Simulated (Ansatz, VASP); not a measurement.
## Two plane-wave programs on GaP

The input INCAR:

```
PREC = Accurate
ENCUT = 520
EDIFF = 1E-7
ISMEAR = 0
SIGMA = 0.05
LREAL = False
LASPH = True
NELM = 60
ALGO = Normal
ISIF = 2
LWAVE = False
LCHARG = True
GGA = PE
LELF = True
LVHAR = True
NBANDS = 16
```

File KPOINTS:

```
regular mesh
0
Gamma
  10 10 10
```

Contents of POSCAR:

```
GaP
1.0
    0.0000000000      2.7254675858      2.6535562124
    2.6535562124      0.0000000000      2.6535562124
    2.6535562124      2.7254675858      0.0000000000
Ga P
1 1
Direct
    0.0000000000      0.0000000000      0.0000000000
    0.7500000000      0.7500000000      0.7500000000
```

Input for Ansatz:

```yaml
crystal:
  lattice:
    - [0.0, 2.7254675858, 2.6535562124]
    - [2.6535562124, 0.0, 2.6535562124]
    - [2.6535562124, 2.7254675858, 0.0]
  atoms:
    - { symbol: Ga, position: [0.0, 0.0, 0.0] }
    - { symbol: P, position: [0.75, 0.75, 0.75] }
basis:
  ecutwfc: 420
kpoints:
  mp_grid: { grid: [10, 10, 10] }
hamiltonian:
  xc: pbe
  pseudopotentials: { kind: paw, azcp: { folder: soft_1 } }
scf:
  occupations: { method: gaussian, width: 0.05 }
output:
  forces: true
  stress: true
  eigenvalues: true
```

Alike in both runs: task single point; functional PBE; k mesh 10 × 10 × 10; occupations gaussian, width 0.05 eV; no spin polarisation.

```csv
,VASP,Ansatz
version,VASP 6.6.1,Ansatz 0.2.0
potentials or method,"VASP PAW PBE potentials, release 64 (Ga_d, P), cutoff 520 eV","scalar-relativistic, plane waves, PAW"
valence electrons in the cell,18,18
```

|  | VASP | Ansatz | Ansatz less VASP |
| --- | --- | --- | --- |
| gap on the k mesh at the Fermi level (eV) | 1.38 | 1.38 | 0.000 |
| least direct gap on the mesh (eV) | 2.21 | 2.21 | +0.001 |
| pressure (GPa) | 7.7 | 7.8 | +0.09 |
| traceless stress, the component that is largest in VASP (GPa) | -1.38 | -1.37 | +0.005 |
